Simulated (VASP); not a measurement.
# SnC3 (P1) in VASP: further runs, part 2 of 2

VASP 6.6.1. Earlier steps stand in the parts before.

## Step 3: Single point, PBEsol

This run uses another cell than the first one, of 11.07 Å³/atom, 1.017 times its volume.

INCAR reads:

```
  ALGO = Normal
  EDIFF = 1E-6
  ENCUT = 520
  GGA = PS
  GGA_COMPAT = False
  ISIF = 2
  ISMEAR = -1
  LASPH = True
  LCHARG = False
  LREAL = False
  LWAVE = False
  NBANDS = 21
  NELM = 120
  PREC = Accurate
  SIGMA = 0.052
```

KPOINTS reads:

```
k-points
0
Gamma
  6 6 6
```

POSCAR reads:

```
SnC3
1.0
    1.5704910000      0.9067230000      5.1830440000
   -1.5704910000      0.9067230000      5.1830440000
    0.0000000000     -1.8134460000      5.1830440000
C Sn
3 1
Direct
    1.0122058328     -0.0302910679      0.0520631446
    0.4903731817      0.4933575987      0.4389798893
    0.4021698568      0.3279542134      0.4129790947
    0.8853681435      0.8814757302      0.8587082150
```

Potentials or basis: VASP PAW PBE potentials, release 64 (C, Sn_d).

The run is started by

```console
cat potpaw_PBE.64/C/POTCAR potpaw_PBE.64/Sn_d/POTCAR > POTCAR
mpirun -np 1 vasp_std > vasp.out
```

OUTCAR:

```text
EDIFF = 1E-6
   ENCUT = 520
   GGA = PS
   ISIF = 2
   ISMEAR = -1
   LASPH = True
   LREAL = False
   NELM = 120
   PREC = Accurate

 ion  position               nearest neighbor table
   1  0.012  0.970  0.052-   3 1.85   3 1.92   3 1.93   4 2.12
   2  0.490  0.493  0.439-   3 1.47   4 2.05   4 2.11   4 2.13
   3  0.402  0.328  0.413-   2 1.47   1 1.85   1 1.92   1 1.93
   4  0.885  0.881  0.859-   2 2.05   2 2.11   1 2.12   2 2.13

  LATTYP: Found a trigonal (rhomboedric) cell.
 ALAT       =     5.4911322772
 COS(alpha) =     0.8364023397

  Lattice vectors:

 A1 = (   1.5704910000,   0.9067230000,   5.1830440000)
 A2 = (  -1.5704910000,   0.9067230000,   5.1830440000)
 A3 = (   0.0000000000,  -1.8134460000,   5.1830440000)

Analysis of symmetry for initial positions (statically):
=====================================================================
 Subroutine PRICEL returns:
 Original cell was already a primitive cell.

 Routine SETGRP: Setting up the symmetry group for a
 trigonal (rhombohedral) supercell.

 Subroutine GETGRP returns: Found  1 space group operations
 (whereof  1 operations were pure point group operations)
 out of a pool of 12 trial point group operations.

The static configuration has the point symmetry C_1 .

Analysis of symmetry for dynamics (positions and initial velocities):
=====================================================================
 Subroutine PRICEL returns:
 Original cell was already a primitive cell.

 Routine SETGRP: Setting up the symmetry group for a
 trigonal (rhombohedral) supercell.

 Subroutine GETGRP returns: Found  1 space group operations
 (whereof  1 operations were pure point group operations)
[... 120 lines left out ...]
   EFERMI =   0.00;   METHOD = LEGACY
   ISMEAR =    -1;   SIGMA  =   0.05  broadening in eV -4-tet -1-fermi 0-gaus
   EFERMI_NEDOS =   21; number of points for ismear=-14 and -15
   IALGO  =     38    algorithm
   IMIX   =      4    mixing-type and parameters
     AMIX     =   0.40;   BMIX     =  1.00
     AMIX_MAG =   1.60;   BMIX_MAG =  1.00
  volume/ion in A,a.u.               =      11.07        74.71
  Fermi-wavevector in a.u.,A,eV,Ry     =   1.370831  2.590495 25.567758  1.879177
  Thomas-Fermi vector in A             =   2.496582
   LORBIT       =      0    0 simple, 1 ext, 2 COOP (PROOUT), +10 PAW based schemes
   GGA     = PS    functional components
   LHFCALC =     F    Hartree Fock is set to
   AEXX    =    0.0000 exact exchange contribution
   IVDW    =     0    specifies the selected vdW correction
   LEPSILON=     F    determine dielectric tensor
   LRPA    =     F    only Hartree local field effects (RPA)
 non-spin polarized calculation
  energy-cutoff  :      520.00
  volume of cell :       44.28
 maximum number of plane-waves:      1213
 NGX is ok and might be reduce to    42
   NGX = 21   NGY = 21   NGZ = 21

 number of electron      26.0000003 magnetization

 Free energy of the ion-electron system (eV)
  ---------------------------------------------------
  ext. energy  EPLUGINS =         0.00000000
  ---------------------------------------------------
  free energy    TOTEN  =       -26.93631837 eV

  energy without entropy =      -26.93349159  energy(sigma->0) =      -26.93490498

 E-fermi :   9.2207     XC(G=0): -11.7299

 val. band max:        9.2177220479   @ k =   0.0000   0.0000   0.0000
 cond. band min:       9.2859913326   @ k =   0.5000   0.5000   0.5000
 fundamental gap:      0.0682692847
 Fermi energy:         9.2207058659

 k-point     1 :       0.0000    0.0000    0.0000
  band No.  band energies     occupation
      1     -13.0059      2.00000
      2     -12.9817      2.00000
      3     -12.9706      2.00000
      4     -12.6997      2.00000
      5     -12.6825      2.00000
      6      -8.3575      2.00000
[... 565 lines left out ...]
     20      17.1310      0.00000
     21      19.0619      0.00000

 [... further k-points ...]

------------------------ aborting loop because EDIFF is reached ----------------------------------------

  FORCE on cell =-STRESS in cart. coord.  units (eV):
  Direction    XX          YY          ZZ          XY          YZ          ZX
  --------------------------------------------------------------------------------------
  -------------------------------------------------------------------------------------
  Total       -2.3381450     -1.0126681     -0.6755499     -0.4605225     -0.1926284      0.7193383
  in kB      -84.5932663    -36.6379772    -24.4411581    -16.6615424     -6.9692293     26.0254058
  external PRESSURE =     -48.5574672 kB  Pullay stress =       0.0000000 kB

 VOLUME and BASIS-vectors are now :
 -----------------------------------------------------------------------------
  energy-cutoff  :      520.00
  volume of cell :       44.28
      direct lattice vectors                 reciprocal lattice vectors
     1.570491000  0.906723000  5.183044000     0.318371770  0.183812109  0.064312272
    -1.570491000  0.906723000  5.183044000    -0.318371770  0.183812109  0.064312272
     0.000000000 -1.813446000  5.183044000     0.000000000 -0.367624217  0.064312272

 POSITION                                       TOTAL-FORCE (eV/Angst)
 -----------------------------------------------------------------------------------
     -1.50375      0.79591      5.35915         0.098504     -0.058645      0.867785
     -0.00469      0.09591      7.37397         0.452297     -1.240659      0.341433
      0.11656     -0.08690      5.92475        -0.548363      0.683844     -0.156998
      0.00611      0.04482     13.60835        -0.002438      0.615460     -1.052219
 -----------------------------------------------------------------------------------
    total drift:                               -0.000037      0.000016      0.000223

  FREE ENERGIE OF THE ION-ELECTRON SYSTEM (eV)
  ---------------------------------------------------
  free  energy   TOTEN  =       -26.9363183706 eV

  energy  without entropy=      -26.9334915863  energy(sigma->0) =      -26.93490498
```

Wall time 3.7 min (1 thread of Intel Xeon Platinum 8259CL at 2.50GHz (Skylake/Cascade Lake), shared host); peak memory 0.3 GiB.

Results:

```
Free energy            : -26.9363 eV
Pressure               : -4.9 GPa
Largest force          : 1.364 eV/Å
Band gap on the k mesh : 0.07 eV, indirect (least direct gap 0.17 eV)
```

Forces in eV/Å, atoms in the order of the input:
```
C    0.099 -0.059  0.868
C    0.452 -1.241  0.341
C   -0.548  0.684 -0.157
Sn  -0.002  0.615 -1.052
```

Stress tensor (GPa, compression positive):
```
-8.46 -1.67  2.60
-1.67 -3.66 -0.70
 2.60 -0.70 -2.44
```

Levels at points of the mesh, in eV from the valence-band top:
```tsv
k point	band 9	band 10	band 11	band 12	band 13	band 14	band 15	band 16	band 17	band 18
(0.00, 0.00, 0.00)	-4.03	-3.52	-2.80	-0.37	0.00	0.22	1.84	2.77	3.56	5.27
(0.50, 0.00, 0.00)	-7.72	-7.06	-5.60	-5.07	-2.23	1.15	2.96	4.58	5.08	6.22
(0.00, 0.50, 0.00)	-7.65	-7.07	-5.71	-5.22	-2.28	0.80	3.09	4.72	5.14	6.25
(0.00, 0.00, 0.50)	-7.82	-7.06	-5.47	-5.21	-2.20	1.05	2.90	3.94	5.76	6.12
(0.50, 0.50, 0.00)	-9.23	-6.06	-5.56	-2.61	-1.24	0.21	0.68	2.96	4.29	6.18
(0.50, 0.00, 0.50)	-9.49	-5.60	-5.38	-2.92	-1.40	0.17	0.70	2.94	4.29	6.48
(0.00, 0.50, 0.50)	-9.32	-5.89	-5.39	-2.86	-1.32	0.31	0.93	3.05	4.06	6.46
(0.50, 0.50, 0.50)	-5.68	-3.87	-3.35	-0.83	-0.36	0.07	2.32	3.38	4.05	4.87
```

Caveat: the PAW data sets were made with another functional, which shifts forces and pressure a little; spin-orbit coupling is left out, which moves the levels of the heavy elements. A k mesh can miss the band edges.

## Step 4: Single point, PBEsol

This run uses another cell than the first one, of 11.23 Å³/atom, 1.032 times its volume.

INCAR reads:

```
SYSTEM = SnC3
PREC = Accurate
ENCUT = 520
EDIFF = 1E-6
ISMEAR = -1
SIGMA = 0.052
LREAL = .False.
LASPH = .True.
NELM = 120
ALGO = Normal
ISIF = 2
LWAVE = .False.
LCHARG = .False.
GGA = PS
NBANDS = 21
GGA_COMPAT = .False.
```

KPOINTS reads:

```
regular mesh
0
Gamma
  6 6 6
  0 0 0
```

POSCAR reads:

```
SnC3
1.0
    1.5779600000      0.9110360000      5.2076970000
   -1.5779600000      0.9110360000      5.2076970000
    0.0000000000     -1.8220720000      5.2076970000
C Sn
3 1
Direct
    1.0069908756     -0.0561469733      0.0791006202
    0.4764260043      0.4900055627      0.4512110109
    0.4021424524      0.3567015033      0.3727806377
    0.8929245763      0.8916083199      0.8458478653
```

The run is started by

```console
cat potpaw_PBE.64/C/POTCAR potpaw_PBE.64/Sn_d/POTCAR > POTCAR
mpirun -np 1 vasp_std > vasp.out
```

Run time: 3.5 min. Hardware: 1 thread of Intel Xeon Platinum 8259CL at 2.50GHz (Skylake/Cascade Lake), shared host; peak memory 0.31 GiB.

It converged, with:

- Free energy: -26.8703 eV
- Pressure: -8.8 GPa
- Largest force: 2.241 eV/Å
- Band gap on the k mesh: zero (band 13 reaches 8.99 eV, above the bottom of band 14 at 8.89 eV)

Forces in eV/Å, atoms in the order of the input:
```
C    0.132  0.202  0.690
C    0.545  0.080  0.018
C   -0.448 -0.071  1.511
Sn  -0.229 -0.210 -2.219
```

Stress tensor (GPa, compression positive):
```
-18.10   2.23   0.50
  2.23   0.71   0.08
  0.50   0.08  -8.96
```

Levels at points of the mesh, in eV from the Fermi level:
```tsv
k point	band 10	band 11	band 12	band 13	band 14	band 15	band 16	band 17
(0.00, 0.00, 0.00)	-2.90	-2.31	-0.58	0.07	0.44	1.80	2.33	4.47
(0.50, 0.00, 0.00)	-6.81	-5.79	-4.42	-2.04	0.92	2.78	4.67	5.45
(0.00, 0.50, 0.00)	-6.86	-5.75	-4.49	-2.01	1.06	2.81	4.69	5.52
(0.00, 0.00, 0.50)	-6.94	-5.70	-5.14	-2.09	0.41	2.87	3.65	5.82
(0.50, 0.50, 0.00)	-5.94	-5.44	-2.39	-1.28	-0.03	0.44	2.80	4.62
(0.50, 0.00, 0.50)	-5.57	-5.07	-2.94	-1.04	0.37	0.84	3.02	4.40
(0.00, 0.50, 0.50)	-5.74	-5.10	-2.65	-1.24	0.33	0.76	2.91	4.58
(0.50, 0.50, 0.50)	-4.57	-2.47	-0.64	-0.43	0.16	2.51	2.74	4.79
```

Caveat: the k points lie up to 0.39 Å⁻¹ apart; the PAW data sets were made with another functional, which shifts forces and pressure a little; spin-orbit coupling is left out, which moves the levels of the heavy elements.

## Step 5: Overview

```csv
cell,gap on the mesh (eV),pressure (GPa),largest force (eV/Å)
"a = 5.460 Å, angles 33.2°, 4 atoms",none,0.4,1.96
"a = 5.491 Å, angles 33.2°, 4 atoms",0.07,-4.9,1.36
"a = 5.517 Å, angles 33.2°, 4 atoms",none,-8.8,2.24
```

Alike in all rows: task single point; level PBEsol; potentials or basis VASP PAW PBE potentials, release 64 (C, Sn_d); no spin polarisation; k mesh 6 × 6 × 6; cutoff (eV) 520; smearing fermi-dirac 0.052 eV.

Caveats: some runs use coarse meshes; the PAW data sets were made with another functional, which shifts forces and pressure a little; spin-orbit coupling is left out, which moves the levels of the heavy elements.

Total energies depend on the potentials used, so only differences within one code and one set of settings carry meaning.
